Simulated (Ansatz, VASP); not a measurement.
## ZnS in VASP and in Ansatz

```
CELL_PARAMETERS angstrom
3.77104 0.00000 0.00000
-1.88552 3.26581 0.00000
0.00000 0.00000 6.17609
ATOMIC_POSITIONS crystal
Zn 0.33333 0.66667 0.00000
Zn 0.66667 0.33333 0.50000
S 0.33333 0.66667 0.37480
S 0.66667 0.33333 0.87480
```

Change from the starting cell: volume scaled by 0.96, ions relaxed.

Alike in both runs: task relaxation of the atoms; functional PBE; k mesh 13 × 13 × 7; occupations fermi-dirac, width 0.02 eV; no spin polarisation.

```csv
,VASP,Ansatz
version,VASP 6.6.1,Ansatz 0.2.0
potentials or method,"VASP PAW PBE potentials, release 64 (Zn, S)","plane-wave PAW, scalar-relativistic"
plane-wave cutoff (eV),520,420
valence electrons in the cell,36,36
```

|  | VASP | Ansatz | Ansatz less VASP |
| --- | --- | --- | --- |
| gap on the k mesh at the Fermi level, each at its own relaxed structure (eV) | 2.36 | 2.35 | -0.007 |

Ansatz's warnings: stress scf threshold loose.

Noted on VASP's run: the relaxation stopped at its first step, so nothing moved.
